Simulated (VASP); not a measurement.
# ZnSe (CsCl type) (Pm-3m) in VASP: notebook, part 2 of 2

VASP 6.6.1. Earlier steps stand in the parts before.

### Step 3. Relaxation of cell and atoms, PBE, target pressure 15 GPa, at which the enthalpy is minimised

This run uses another cell than the first one, of 16.03 Å³/atom.

Input file INCAR:

```
SYSTEM = ZnSe
PREC = Accurate
ENCUT = 600
EDIFF = 1E-7
ISMEAR = -1
SIGMA = 0.05
LREAL = .FALSE.
LASPH = .TRUE.
NELM = 60
ALGO = Normal
ISIF = 3
LWAVE = .FALSE.
LCHARG = .FALSE.
GGA = PE
IBRION = 2
NSW = 32
EDIFFG = -0.005
PSTRESS = 150.0
```

Input file KPOINTS:

```
regular mesh
0
G
  14 14 14
  0 0 0
```

Input file POSCAR:

```
ZnSe
1.0
    3.1768452911      0.0000000000      0.0000000000
    0.0000000000      3.1768452911      0.0000000000
    0.0000000000      0.0000000000      3.1768452911
Zn Se
1 1
Direct
    0.0000000000      0.0000000000      0.0000000000
    0.5000000000      0.5000000000      0.5000000000
```

Potentials or basis: VASP PAW PBE potentials, release 64 (Zn, Se).

Launch:

```bash
cat potpaw_PBE.64/Zn/POTCAR potpaw_PBE.64/Se/POTCAR > POTCAR
mpirun -np 1 vasp_std > vasp.out
```

OUTCAR:

```text
SYSTEM = ZnSe
   PREC = Accurate
   ENCUT = 600
   EDIFF = 1E-7
   ISMEAR = -1
   LREAL = .FALSE.
   LASPH = .TRUE.
   NELM = 60
   ISIF = 3
   GGA = PE
   IBRION = 2
   NSW = 32
   EDIFFG = -0.005
   PSTRESS = 150.0

 ion  position               nearest neighbor table
   1  0.000  0.000  0.000-   2 2.75   2 2.75   2 2.75   2 2.75   2 2.75   2 2.75   2 2.75   2 2.75

   2  0.500  0.500  0.500-   1 2.75   1 2.75   1 2.75   1 2.75   1 2.75   1 2.75   1 2.75   1 2.75

  LATTYP: Found a simple cubic cell.
 ALAT       =     3.1768452911

  Lattice vectors:

 A1 = (   3.1768452911,   0.0000000000,   0.0000000000)
 A2 = (   0.0000000000,   3.1768452911,   0.0000000000)
 A3 = (   0.0000000000,   0.0000000000,   3.1768452911)

Analysis of symmetry for initial positions (statically):
=====================================================================
 Subroutine PRICEL returns:
 Original cell was already a primitive cell.

 Routine SETGRP: Setting up the symmetry group for a
 simple cubic supercell.

 Subroutine GETGRP returns: Found 48 space group operations
 (whereof 48 operations were pure point group operations)
 out of a pool of 48 trial point group operations.

The static configuration has the point symmetry O_h .

Analysis of symmetry for dynamics (positions and initial velocities):
=====================================================================
 Subroutine PRICEL returns:
 Original cell was already a primitive cell.

 Routine SETGRP: Setting up the symmetry group for a
 simple cubic supercell.

 Subroutine GETGRP returns: Found 48 space group operations
 (whereof 48 operations were pure point group operations)
 out of a pool of 48 trial point group operations.

The dynamic configuration has the point symmetry O_h .

 Subroutine INISYM returns: Found 48 space group operations
 (whereof 48 operations are pure point group operations),
 and found     1 'primitive' translations

----------------------------------------------------------------------------------------

                                     Primitive cell

  volume of cell :      32.0618

  direct lattice vectors                    reciprocal lattice vectors
     3.176845291  0.000000000  0.000000000     0.314777683  0.000000000  0.000000000
     0.000000000  3.176845291  0.000000000     0.000000000  0.314777683  0.000000000
     0.000000000  0.000000000  3.176845291     0.000000000  0.000000000  0.314777683

  length of vectors
     3.176845291  3.176845291  3.176845291     0.314777683  0.314777683  0.314777683

  position of ions in fractional coordinates (direct lattice)
     0.000000000  0.000000000  0.000000000
     0.500000000  0.500000000  0.500000000

  ion indices of the primitive-cell ions
   primitive index   ion index
                 1           1
                 2           2

----------------------------------------------------------------------------------------

 KPOINTS: regular mesh

Automatic generation of k-mesh.
 Grid dimensions read from file:
 generate k-points for:   14   14   14

 Generating k-lattice:

  Cartesian coordinates                     Fractional coordinates (reciprocal lattice)
     0.022484120  0.000000000  0.000000000     0.071428571  0.000000000  0.000000000
[... 49 lines left out ...]
 SYSTEM =  ZnSe
   PREC   = accura    normal or accurate (medium, high low for compatibility)
   ISTART =      0    job   : 0-new  1-cont  2-samecut
   ICHARG =      2    charge: 1-file 2-atom 10-const
   ISPIN  =      1    spin polarized calculation?
   LNONCOLLINEAR =      F non collinear calculations
   LSORBIT =      F    spin-orbit coupling
   LASPH  =      T    aspherical Exc in radial PAW
   ENCUT  =  600.0 eV  44.10 Ry    6.64 a.u.   6.34  6.34  6.34*2*pi/ulx,y,z
   NELM   =     60;   NELMIN=  2; NELMDL= -5     # of ELM steps
   EDIFF  = 0.1E-06   stopping-criterion for ELM
   LREAL  =      F    real-space projection
   EDIFFG = -.5E-02   stopping-criterion for IOM
   NSW    =     32    number of steps for IOM
   IBRION =      2    ionic relax: 0-MD 1-quasi-New 2-CG
   NFREE  =      1    steps in history (QN), initial steepest desc. (CG)
   ISIF   =      3    stress and relaxation
   ISYM   =      2    0-nonsym 1-usesym 2-fastsym
   POTIM  = 0.5000    time-step for ionic-motion
   TEBEG  =    0.0;   TEEND  =   0.0 temperature during run
   PSTRESS=  150.0 pullay stress
   NELECT =      18.0000    total number of electrons
   NUPDOWN=      -1.0000    fix difference up-down
   EMIN   =  10.00;   EMAX   =-10.00  energy-range for DOS
   EFERMI =   0.00;   METHOD = LEGACY
   ISMEAR =    -1;   SIGMA  =   0.05  broadening in eV -4-tet -1-fermi 0-gaus
   EFERMI_NEDOS =   21; number of points for ismear=-14 and -15
   IALGO  =     38    algorithm
   IMIX   =      4    mixing-type and parameters
     AMIX     =   0.40;   BMIX     =  1.00
     AMIX_MAG =   1.60;   BMIX_MAG =  1.00
  volume/ion in A,a.u.               =      16.03       108.18
  Fermi-wavevector in a.u.,A,eV,Ry     =   1.350526  2.552124 24.815943  1.823920
  Thomas-Fermi vector in A             =   2.478023
   LORBIT       =      0    0 simple, 1 ext, 2 COOP (PROOUT), +10 PAW based schemes
   GGA     = PE    functional components
   LHFCALC =     F    Hartree Fock is set to
   AEXX    =    0.0000 exact exchange contribution
   IVDW    =     0    specifies the selected vdW correction
   LEPSILON=     F    determine dielectric tensor
   LRPA    =     F    only Hartree local field effects (RPA)
 conjugate gradient relaxation of ions
 non-spin polarized calculation
  energy-cutoff  :      600.00
  volume of cell :       32.06
 maximum number of plane-waves:      1108
 NGX is ok and might be reduce to    28
   NGX = 13   NGY = 13   NGZ = 13

--------------------------------------- Ionic step        1  -------------------------------------------

 number of electron      17.9999982 magnetization

 Free energy of the ion-electron system (eV)
  ---------------------------------------------------
  ext. energy  EPLUGINS =         0.00000000
  ---------------------------------------------------
  free energy    TOTEN  =        -4.11853093 eV

  energy without entropy =       -4.10829508  energy(sigma->0) =       -4.11341300

------------------------ aborting loop because EDIFF is reached ----------------------------------------

  FORCE on cell =-STRESS in cart. coord.  units (eV):
  Direction    XX          YY          ZZ          XY          YZ          ZX
  --------------------------------------------------------------------------------------
  -------------------------------------------------------------------------------------
  Total        3.0546747      3.0546747      3.0546747      0.0000000      0.0000000     -0.0000000
  in kB      152.6466790    152.6466790    152.6466790      0.0000000      0.0000000     -0.0000000
  external PRESSURE =       2.6466790 kB  Pullay stress =     150.0000000 kB
[... 63 lines left out ...]
--------------------------------------- Ionic step        3  -------------------------------------------

 number of electron      17.9999982 magnetization

 Free energy of the ion-electron system (eV)
  ---------------------------------------------------
  ext. energy  EPLUGINS =         0.00000000
  ---------------------------------------------------
  free energy    TOTEN  =        -4.12459300 eV

  energy without entropy =       -4.11434619  energy(sigma->0) =       -4.11946960

 E-fermi :   5.5457     XC(G=0): -11.4662

 val. band max:        5.5441106921   @ k =   0.4286   0.2143   0.0714
 cond. band min:       5.5485166110   @ k =   0.3571   0.3571   0.0714
 fundamental gap:      0.0044059189
 Fermi energy:         5.5457124942

 k-point     1 :       0.0000    0.0000    0.0000
  band No.  band energies     occupation
      1     -10.2184      2.00000
      2      -1.9747      2.00000
      3      -1.9747      2.00000
      4      -1.5536      2.00000
      5      -1.5536      2.00000
      6      -1.5536      2.00000
      7       4.0932      2.00000
      8       4.0932      2.00000
      9       4.0932      2.00000
     10       4.9445      1.99999
     11      11.1105      0.00000
     12      11.1105      0.00000
     13      18.0309      0.00000
[... 354 lines left out ...]
  band No.  band energies     occupation
      1      -8.6087      2.00000
      2      -2.3518      2.00000
      3      -1.8395      2.00000
      4      -1.7511      2.00000
      5      -1.7310      2.00000
      6      -1.6026      2.00000
      7      -0.6201      2.00000
      8       2.1966      2.00000
      9       5.7811      0.01790
     10       7.9273      0.00000
     11      10.5382      0.00000
     12      13.7388      0.00000
     13      14.3475      0.00000

 [... further k-points ...]

------------------------ aborting loop because EDIFF is reached ----------------------------------------

  FORCE on cell =-STRESS in cart. coord.  units (eV):
  Direction    XX          YY          ZZ          XY          YZ          ZX
  --------------------------------------------------------------------------------------
  -------------------------------------------------------------------------------------
  Total        3.0087027      3.0087027      3.0087027      0.0000000     -0.0000000      0.0000000
  in kB      150.0489704    150.0489704    150.0489704      0.0000000     -0.0000000      0.0000000
  external PRESSURE =       0.0489704 kB  Pullay stress =     150.0000000 kB
[... 21 lines left out ...]
  energy  without entropy=       -4.1143461886  energy(sigma->0) =       -4.11946960

  enthalpy is  TOTEN    =        -1.1168722818 eV   P V=        3.0077207231

 reached required accuracy - stopping structural energy minimisation
```

Wall time 2.2 min (1 thread of Intel Xeon Platinum 8259CL at 2.50GHz (Skylake/Cascade Lake), shared host); peak memory 0.21 GiB.

Results:

```
Free energy                                                : -4.1246 eV
Relaxed volume                                             : 16.06 Å³/atom
Relaxed cell                                               : a = 3.179 Å, b = 3.179 Å, c = 3.179 Å, α = 90.00°, β = 90.00°, γ = 90.00°
Space group after relaxing (to 0.1 Å)                      : Pm-3m (No. 221)
Energy change on relaxing (the run minimises the enthalpy) : -3.0 meV/atom
Ionic steps                                                : 3
Pressure after relaxing                                    : 15.0 GPa
Band gap on the k mesh                                     : zero (bands 9 and 10 overlap by 2.02 eV)
```

The path:
```csv
step,energy change (eV),largest force (eV/Å),pressure (GPa),volume (Å³)
1,0.0000,0.0000,15.26,32.06
2,-0.0115,0.0000,14.78,32.18
3,-0.0061,0.0000,15.00,32.13
```

Final structure:
```cif
data_structure
_symmetry_space_group_name_H-M 'P 1'
_symmetry_Int_Tables_number 1
_cell_length_a 3.1790
_cell_length_b 3.1790
_cell_length_c 3.1790
_cell_angle_alpha 90.000
_cell_angle_beta 90.000
_cell_angle_gamma 90.000
_cell_volume 32.13
loop_
_atom_site_label
_atom_site_type_symbol
_atom_site_fract_x
_atom_site_fract_y
_atom_site_fract_z
_atom_site_occupancy
Zn1 Zn 0.00000 0.00000 0.00000 1
Se1 Se 0.50000 0.50000 0.50000 1
```

Levels at points of the mesh, in eV from the Fermi level:
```csv
k point,band 6,band 7,band 8,band 9,band 10,band 11,band 12,band 13
"(0.00, 0.00, 0.00)",-7.10,-1.45,-1.45,-1.45,-0.60,5.56,5.56,12.49
"(0.50, 0.00, 0.00)",-7.08,-6.61,0.39,0.39,3.67,5.21,6.72,6.72
"(0.50, 0.50, 0.00)",-6.84,-6.16,-6.16,-2.47,0.88,8.55,8.55,9.13
"(0.50, 0.50, 0.50)",-6.93,-3.03,-3.03,-3.03,0.48,0.48,0.48,1.50
```

Caveat: the cell is relaxed towards a set pressure, so the run minimises the enthalpy, not the energy.
